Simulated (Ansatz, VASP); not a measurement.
YZr: VASP beside Ansatz

INCAR

```
SYSTEM = YZr
ALGO     = Normal         ! electronic algorithm
EDIFF    = 1E-6           ! SCF threshold, eV
ENCUT    = 520            ! plane-wave cutoff, eV
ISIF     = 2              ! what is computed and relaxed
ISMEAR   = 0              ! smearing method
LASPH    = .True.         ! aspherical terms in the spheres
LCHARG   = .True.         ! write CHGCAR
LELF     = .True.         ! ELF
LREAL    = .False.        ! projectors in reciprocal space
LVHAR    = .True.       
LWAVE    = .False.        ! write WAVECAR
NBANDS   = 18             ! bands
NELM     = 100            ! most SCF steps
PREC     = Accurate       ! precision mode
SIGMA    = 0.15           ! smearing width, eV
```

Contents of KPOINTS:

```
k-points
0
Gamma
  18 18 10
  0 0 0
```

File POSCAR:

```
YZr
1.0
    3.4235833799      0.0000000000      0.0000000000
   -1.7117916900      2.9649101790      0.0000000000
    0.0000000000      0.0000000000      5.9428457000
Y Zr
1 1
Direct
    0.6666666667      0.3333333333      0.5000000000
    0.3333333333      0.6666666667      0.0000000000
```

Input for Ansatz:

```yaml
crystal:
  lattice:
    - [3.4235833799, 0.0, 0.0]
    - [-1.71179169, 2.964910179, 0.0]
    - [0.0, 0.0, 5.9428457]
  atoms:
    - { symbol: "Y", position: [0.6666666667, 0.3333333333, 0.5] }
    - { symbol: Zr, position: [0.3333333333, 0.6666666667, 0.0] }
basis:
  ecutwfc: 420
kpoints:
  mp_grid: { grid: [18, 18, 10] }
hamiltonian:
  xc: lda
scf:
  occupations: { method: gaussian, width: 0.15 }
output:
  forces: true
  stress: true
  eigenvalues: true
```

Change from the starting cell: strain +0.1000 x Voigt [0, 0, 1, 0, 0, 0], atoms carried along.

Alike in both runs: task single point; functional LDA; k mesh 18 × 18 × 10; occupations gaussian, width 0.15 eV; no spin polarisation.

|  | VASP | Ansatz |
| --- | --- | --- |
| version | VASP 6.6.1 | Ansatz 0.2.0 |
| potentials or method | VASP PAW LDA potentials, release 64 (Y_sv, Zr_sv), cutoff 520 eV | scalar-relativistic, plane waves, PAW |
| valence electrons in the cell | 23 | 23 |

```csv
,VASP,Ansatz,Ansatz less VASP
gap on the k mesh at the Fermi level (eV),none,none,-
pressure (GPa),-9.5,-9.5,+0.05
"traceless stress, the component that is largest in VASP (GPa)",-3.10,-3.12,-0.021
```

LDA's correlation is that of Perdew and Zunger in VASP and of Perdew and Wang (1992) in Ansatz. A gap of «none» marks a metal or a gap that the smearing closes.
